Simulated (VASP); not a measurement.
# WC (P-6m2) in VASP: single point with r2SCAN

Aim: the single point of WC with r2SCAN.

Program: VASP 6.6.1. These are calculated values, not measurements. Logs are shortened: lines on timing, memory, paths and dates and some standing lists are left out, and cuts for length are marked.

**1. The cell of the first run**

The structure is hexagonal, space group P-6m2 (No. 187). The conventional cell has a = 2.912 Å, b = 2.912 Å, c = 2.964 Å, α = 90.00°, β = 90.00°, γ = 120.00°. W (site symmetry -6m2) has 6 C at 2.24 Å and 8 W at 2.91 to 2.96 Å within 3.0 Å. Within 3.0 Å of C (site symmetry -6m2) lie 6 W at 2.24 Å and 8 C at 2.91 to 2.96 Å.

**2. Single point, r2SCAN (strain +0.0450 x Voigt [0, 0, 1, 0, 0, 0])**

File POSCAR:

```
WC
1.0
    2.9120947902      0.0000000000      0.0000000000
   -1.4560473951      2.5219480665      0.0000000000
    0.0000000000      0.0000000000      2.9638289529
W C
1 1
Direct
    0.0000000000      0.0000000000      0.0000000000
    0.6666666667      0.3333333333      0.5000000000
```

File INCAR.step1:

```
SYSTEM = WC
PREC = Accurate ; ENCUT = 520
ISMEAR = 0 ; SIGMA = 0.15
LREAL = .FALSE. ; LASPH = .TRUE.
NELM = 60 ; NBANDS = 16
GGA = PE ; ALGO = Normal
EDIFF = 1E-4 ; LWAVE = .TRUE.
LCHARG = .FALSE.
```

File INCAR.step2:

```
SYSTEM = WC
PREC = Accurate ; ENCUT = 520
EDIFF = 1E-7 ; ISMEAR = 0
SIGMA = 0.15 ; LREAL = .FALSE.
LASPH = .TRUE. ; NELM = 60
ALGO = Normal ; ISIF = 2
LWAVE = .FALSE. ; LCHARG = .TRUE.
METAGGA = R2SCAN ; LMIXTAU = .TRUE.
LELF = .TRUE. ; LVHAR = .TRUE.
NBANDS = 16 ; ISTART = 1
```

File KPOINTS:

```
regular mesh
0
G
  24 24 22
  0 0 0
```

Potentials or basis: VASP PAW PBE potentials, release 64 (W_sv, C).

Started as:

```
$ cat potpaw_PBE.64/W_sv/POTCAR potpaw_PBE.64/C/POTCAR > POTCAR
$ cp INCAR.step1 INCAR
$ mpirun -np 1 vasp_std > vasp.out
$ cp INCAR.step2 INCAR
$ mpirun -np 1 vasp_std > vasp.out
```

OUTCAR:

```text
SYSTEM = WC
   PREC = Accurate
   ENCUT = 520
   EDIFF = 1E-7
   ISMEAR = 0
   LREAL = .FALSE.
   LASPH = .TRUE.
   NELM = 60
   ISIF = 2
   METAGGA = R2SCAN
   ISTART = 1

 ion  position               nearest neighbor table
   1  0.000  0.000  0.000-   2 2.24   2 2.24   2 2.24   2 2.24   2 2.24   2 2.24
   2  0.667  0.333  0.500-   1 2.24   1 2.24   1 2.24   1 2.24   1 2.24   1 2.24

  LATTYP: Found a hexagonal cell.
 ALAT       =     2.9120947902
 C/A-ratio  =     1.0177652743

  Lattice vectors:

 A1 = (   2.9120947902,   0.0000000000,   0.0000000000)
 A2 = (  -1.4560473951,   2.5219480665,   0.0000000000)
 A3 = (   0.0000000000,   0.0000000000,   2.9638289529)

Analysis of symmetry for initial positions (statically):
=====================================================================
 Subroutine PRICEL returns:
 Original cell was already a primitive cell.

 Routine SETGRP: Setting up the symmetry group for a
 hexagonal supercell.

 Subroutine GETGRP returns: Found 12 space group operations
 (whereof 12 operations were pure point group operations)
 out of a pool of 24 trial point group operations.

The static configuration has the point symmetry D_3h.

Analysis of symmetry for dynamics (positions and initial velocities):
=====================================================================
 Subroutine PRICEL returns:
 Original cell was already a primitive cell.

 Routine SETGRP: Setting up the symmetry group for a
 hexagonal supercell.

 Subroutine GETGRP returns: Found 12 space group operations
 (whereof 12 operations were pure point group operations)
 out of a pool of 24 trial point group operations.

The dynamic configuration has the point symmetry D_3h.

 Subroutine INISYM returns: Found 12 space group operations
 (whereof 12 operations are pure point group operations),
 and found     1 'primitive' translations

----------------------------------------------------------------------------------------

                                     Primitive cell

  volume of cell :      21.7668

  direct lattice vectors                    reciprocal lattice vectors
     2.912094790  0.000000000  0.000000000     0.343395415  0.198259435  0.000000000
    -1.456047395  2.521948066  0.000000000     0.000000000  0.396518871  0.000000000
     0.000000000  0.000000000  2.963828953     0.000000000  0.000000000  0.337401387

  length of vectors
     2.912094790  2.912094790  2.963828953     0.396518871  0.396518871  0.337401387

  position of ions in fractional coordinates (direct lattice)
     0.000000000  0.000000000  0.000000000
     0.666666667  0.333333333  0.500000000

  ion indices of the primitive-cell ions
   primitive index   ion index
                 1           1
                 2           2

----------------------------------------------------------------------------------------

 KPOINTS: regular mesh

Automatic generation of k-mesh.
 Grid dimensions read from file:
 generate k-points for:   24   24   22

 Generating k-lattice:

  Cartesian coordinates                     Fractional coordinates (reciprocal lattice)
     0.014308142  0.008260810  0.000000000     0.041666667 -0.000000000  0.000000000
     0.000000000  0.016521620  0.000000000     0.000000000  0.041666667  0.000000000
     0.000000000  0.000000000  0.015336427     0.000000000  0.000000000  0.045454545

  Length of vectors
     0.016521620  0.016521620  0.015336427

  Shift w.r.t. Gamma in fractional coordinates (k-lattice)
     0.000000000  0.000000000  0.000000000

 Subroutine IBZKPT returns following result:
 ===========================================

 Found    732 irreducible k-points:

 Following reciprocal coordinates:
            Coordinates               Weight
  0.000000  0.000000  0.000000      1.000000
  0.041667  0.000000  0.000000      6.000000
  0.083333  0.000000  0.000000      6.000000
  0.125000 -0.000000  0.000000      6.000000
  0.166667  0.000000  0.000000      6.000000
  0.208333 -0.000000  0.000000      6.000000
[... 16 lines left out ...]
  0.416667  0.041667  0.000000     12.000000
  0.458333  0.041667  0.000000     12.000000
 [... further k-points ...]
   k-points           NKPTS =    732   k-points in BZ     NKDIM =    732   number of bands    NBANDS=     16
   number of dos      NEDOS =    301   number of ions     NIONS =      2
   total plane-waves  NPLWV =  13824
   dimension x,y,z NGX =    24 NGY =   24 NGZ =   24
   dimension x,y,z NGXF=    48 NGYF=   48 NGZF=   48
   ions per type =               1   1
   NGX,Y,Z   is equivalent  to a cutoff of  13.70, 13.70, 13.46 a.u.
   NGXF,Y,Z  is equivalent  to a cutoff of  27.40, 27.40, 26.92 a.u.
 SYSTEM =  WC
   PREC   = accura    normal or accurate (medium, high low for compatibility)
   ISTART =      1    job   : 0-new  1-cont  2-samecut
   ICHARG =      0    charge: 1-file 2-atom 10-const
   ISPIN  =      1    spin polarized calculation?
   LNONCOLLINEAR =      F non collinear calculations
   LSORBIT =      F    spin-orbit coupling
   LASPH  =      T    aspherical Exc in radial PAW
   ENCUT  =  520.0 eV  38.22 Ry    6.18 a.u.   5.41  5.41  5.51*2*pi/ulx,y,z
   NELM   =     60;   NELMIN=  2; NELMDL=  0     # of ELM steps
   EDIFF  = 0.1E-06   stopping-criterion for ELM
   LREAL  =      F    real-space projection
   EDIFFG = 0.1E-05   stopping-criterion for IOM
   NSW    =      0    number of steps for IOM
   IBRION =     -1    ionic relax: 0-MD 1-quasi-New 2-CG
   NFREE  =      0    steps in history (QN), initial steepest desc. (CG)
   ISIF   =      2    stress and relaxation
   ISYM   =      2    0-nonsym 1-usesym 2-fastsym
   POTIM  = 0.5000    time-step for ionic-motion
   TEBEG  =    0.0;   TEEND  =   0.0 temperature during run
   PSTRESS=    0.0 pullay stress
   NELECT =      18.0000    total number of electrons
   NUPDOWN=      -1.0000    fix difference up-down
   EMIN   =  10.00;   EMAX   =-10.00  energy-range for DOS
   EFERMI =   0.00;   METHOD = LEGACY
   ISMEAR =     0;   SIGMA  =   0.15  broadening in eV -4-tet -1-fermi 0-gaus
   EFERMI_NEDOS =   21; number of points for ismear=-14 and -15
   IALGO  =     38    algorithm
   IMIX   =      4    mixing-type and parameters
     AMIX     =   0.40;   BMIX     =  1.00
     AMIX_MAG =   1.60;   BMIX_MAG =  1.00
  volume/ion in A,a.u.               =      10.88        73.44
  Fermi-wavevector in a.u.,A,eV,Ry     =   1.536623  2.903797 32.126227  2.361211
  Thomas-Fermi vector in A             =   2.643246
   LORBIT       =      0    0 simple, 1 ext, 2 COOP (PROOUT), +10 PAW based schemes
   METAGGA = R2SCAN    functional components
   LHFCALC =     F    Hartree Fock is set to
   AEXX    =    0.0000 exact exchange contribution
   IVDW    =     0    specifies the selected vdW correction
   LEPSILON=     F    determine dielectric tensor
   LRPA    =     F    only Hartree local field effects (RPA)
 non-spin polarized calculation
 Gauss-broadening in eV      SIGMA  =   0.15
  energy-cutoff  :      520.00
  volume of cell :       21.77
 maximum number of plane-waves:       612
 NGX is ok and might be reduce to    24
   NGX = 11   NGY = 11   NGZ = 11

 number of electron      18.0000002 magnetization

 Free energy of the ion-electron system (eV)
  ---------------------------------------------------
  ext. energy  EPLUGINS =         0.00000000
  ---------------------------------------------------
  free energy    TOTEN  =       -61.50514402 eV

  energy without entropy =      -61.50260626  energy(sigma->0) =      -61.50387514

 E-fermi :  10.2736     XC(G=0): -14.6790

 val. band max:       10.2696304692   @ k =   0.0833   0.0000   0.3636
 cond. band min:      10.2748542345   @ k =   0.5000  -0.0000   0.4545
 fundamental gap:      0.0052237653
 Fermi energy:        10.2736014132

 k-point     1 :       0.0000    0.0000    0.0000
  band No.  band energies     occupation
      1     -65.7746      2.00000
      2     -29.1598      2.00000
      3     -28.9342      2.00000
      4     -28.9342      2.00000
      5      -4.5533      2.00000
      6       5.9873      2.00000
[... 8 lines left out ...]
     15      24.8575      0.00000
     16      27.7990      0.00000

 k-point     2 :       0.0417    0.0000    0.0000
  band No.  band energies     occupation
      1     -65.7735      2.00000
      2     -29.1579      2.00000
      3     -28.9489      2.00000
      4     -28.9375      2.00000
      5      -4.5075      2.00000
      6       6.0205      2.00000
[... 8 lines left out ...]
     15      24.7829      0.00000
     16      27.8999      0.00000

 k-point     3 :       0.0833    0.0000    0.0000
  band No.  band energies     occupation
      1     -65.7704      2.00000
      2     -29.1521      2.00000
      3     -28.9919      2.00000
      4     -28.9472      2.00000
      5      -4.3722      2.00000
      6       6.1037      2.00000
[... 8 lines left out ...]
     15      24.6235      0.00000
     16      28.1960      0.00000

 k-point     4 :       0.1250   -0.0000    0.0000
  band No.  band energies     occupation
      1     -65.7655      2.00000
      2     -29.1430      2.00000
      3     -29.0598      2.00000
      4     -28.9627      2.00000
      5      -4.1530      2.00000
      6       6.1395      2.00000
[... 8 lines left out ...]
     15      24.4919      0.00000
     16      28.6689      0.00000
[... 324 lines left out ...]
 k-point    22 :       0.3750    0.0417    0.0000
  band No.  band energies     occupation
      1     -65.7183      2.00000
      2     -29.6683      2.00000
      3     -29.1148      2.00000
      4     -29.0553      2.00000
      5      -1.6160      2.00000
      6       3.6698      2.00000
[... 8 lines left out ...]
     15      24.7381      0.00000
     16      28.2899      0.00000

 k-point    23 :       0.4167    0.0417    0.0000
  band No.  band energies     occupation
      1     -65.7142      2.00000
      2     -29.7183      2.00000
      3     -29.1276      2.00000
      4     -29.0477      2.00000
      5      -1.3192      2.00000
      6       3.4368      2.00000
[... 8 lines left out ...]
     15      23.9651      0.00000
     16      28.8579      0.00000

 k-point    24 :       0.4583    0.0417    0.0000
  band No.  band energies     occupation
      1     -65.7122      2.00000
      2     -29.7441      2.00000
      3     -29.1341      2.00000
      4     -29.0438      2.00000
      5      -1.1543      2.00000
      6       3.3099      2.00000
[... 8 lines left out ...]
     15      23.5304      0.00000
     16      29.1821      0.00000

 [... further k-points ...]

------------------------ aborting loop because EDIFF is reached ----------------------------------------

  FORCE on cell =-STRESS in cart. coord.  units (eV):
  Direction    XX          YY          ZZ          XY          YZ          ZX
  --------------------------------------------------------------------------------------
  -------------------------------------------------------------------------------------
  Total       -0.6699066     -0.6699066     -5.0947547      0.0000000     -0.0000000      0.0000000
  in kB      -49.3094378    -49.3094378   -375.0067420      0.0000000     -0.0000000      0.0000000
  external PRESSURE =    -157.8752059 kB  Pullay stress =       0.0000000 kB

 VOLUME and BASIS-vectors are now :
 -----------------------------------------------------------------------------
  energy-cutoff  :      520.00
  volume of cell :       21.77
      direct lattice vectors                 reciprocal lattice vectors
     2.912094790  0.000000000  0.000000000     0.343395415  0.198259435  0.000000000
    -1.456047395  2.521948066  0.000000000     0.000000000  0.396518871  0.000000000
     0.000000000  0.000000000  2.963828953     0.000000000  0.000000000  0.337401387

 POSITION                                       TOTAL-FORCE (eV/Angst)
 -----------------------------------------------------------------------------------
      0.00000      0.00000      0.00000         0.000000      0.000000      0.000000
      1.45605      0.84065      1.48191        -0.000000     -0.000000      0.000000
 -----------------------------------------------------------------------------------
    total drift:                               -0.000000      0.000000      0.000000

  FREE ENERGIE OF THE ION-ELECTRON SYSTEM (eV)
  ---------------------------------------------------
  free  energy   TOTEN  =       -61.5051440160 eV

  energy  without entropy=      -61.5026062578  energy(sigma->0) =      -61.50387514
```

It took 12 min on 1 thread of Intel Xeon 8259CL, shared host; peak memory 0.36 GiB.

What came out:

| Item | Value |
| --- | --- |
| Free energy | -61.5051 eV |
| Pressure | -15.8 GPa |
| Band gap on the k mesh | zero (bands 9 and 10 overlap by 1.19 eV) |

Levels at points of the mesh, in eV from the Fermi level:
| k point | band 5 | band 6 | band 7 | band 8 | band 9 | band 10 | band 11 | band 12 | band 13 | band 14 |
| --- | --- | --- | --- | --- | --- | --- | --- | --- | --- | --- |
| (0.00, 0.00, 0.00) | -14.83 | -4.29 | -2.97 | -2.97 | -0.31 | 3.15 | 3.15 | 5.53 | 5.53 | 6.85 |
| (0.50, 0.00, 0.00) | -11.43 | -7.00 | -3.98 | -3.47 | -0.18 | 2.21 | 4.71 | 5.22 | 6.78 | 9.36 |
| (0.00, 0.00, 0.50) | -11.23 | -8.77 | -1.54 | -1.54 | -0.55 | -0.55 | 2.88 | 4.92 | 4.92 | 10.20 |
| (0.50, 0.00, 0.50) | -11.64 | -6.43 | -4.35 | -3.90 | 0.04 | 4.57 | 4.83 | 6.49 | 9.12 | 10.01 |

Caveat: the cell differs from its parent crystal (strain +0.0450 x Voigt [0, 0, 1, 0, 0, 0]); the cell stands under tension; the PAW data sets were made with another functional, which shifts forces and pressure a little; spin-orbit coupling is left out, which moves the levels of the heavy elements.
